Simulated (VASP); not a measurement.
## Mg: relaxation of volume and atoms at fixed shape with LDA

Crystal: Mg.

```
Mg
1.0
     3.20930    0.00000    0.00000
    -1.60465    2.77934    0.00000
     0.00000    0.00000    5.21030
Mg
2
Direct
  0.33333 0.66667 0.25000
  0.66667 0.33333 0.75000
```

```
Program                : VASP 6.6.1
Task                   : relaxation of volume and atoms at fixed shape
Functional             : LDA
Potentials or basis    : VASP PAW LDA potentials, release 64 (Mg_sv)
Cutoff                 : 840 eV
k mesh                 : 8 × 8 × 5
Occupations            : gaussian, width 0.05 eV
Spin                   : no spin polarisation
Dipole correction      : no
Further INCAR settings : ALGO = Normal; EDIFF = 1e-07; IBRION = 2; EDIFFG = -0.01; NSW = 80; ISIF = 8
```

* Relaxed volume: 21.58 Å³/atom
* Relaxed cell: a = 3.131 Å, b = 3.131 Å, c = 5.083 Å, α = 90.00°, β = 90.00°, γ = 120.00°
* Space group after relaxing (to 0.1 Å): P6_3/mmc (No. 194)
* Energy gained by relaxing: 14.7 meV/atom
* Ionic steps: 3
* Pressure after relaxing: 0.0 GPa
* Band gap on the k mesh: zero (bands 10 and 11 overlap by 2.29 eV)

Stress tensor (GPa, compression positive):
```
-0.12  0.00  0.00
 0.00 -0.12  0.00
 0.00  0.00  0.28
```

Step by step:
```
step  energy change (eV)  largest force (eV/Å)  pressure (GPa)  volume (Å³)
   1              0.0000                0.0000           -2.75        46.47
   2             -0.0282                0.0000           -0.62        43.84
   3             -0.0295                0.0000            0.02        43.15
```

Final structure:
```xyz
2
Lattice="3.1310 0.0000 0.0000 -1.5655 2.7115 0.0000 0.0000 0.0000 5.0832" Properties=species:S:1:pos:R:3 pbc="T T T"
Mg    0.0000    1.8077    1.2708
Mg    1.5655    0.9038    3.8124
```

Levels at points of the mesh, in eV from the Fermi level:
```
           k point  band 6  band 7  band 8  band 9  band 10  band 11  band 12  band 13  band 14
(0.00, 0.00, 0.00)  -42.56  -42.56  -42.56   -7.16    -1.72    -1.25    11.28    11.28    11.45
(0.50, 0.00, 0.00)  -42.57  -42.57  -42.56   -2.19    -2.17     2.76     3.10     3.44     3.85
```

It took 58 s on 1 thread of Intel(R) Xeon(R) Platinum 8375C CPU @ 2.90GHz (Ice Lake), with other jobs on the host, peak memory 0.18 GiB.

LDA usually gives volumes a few per cent too small. Zero-point motion and thermal expansion aren't in these numbers.
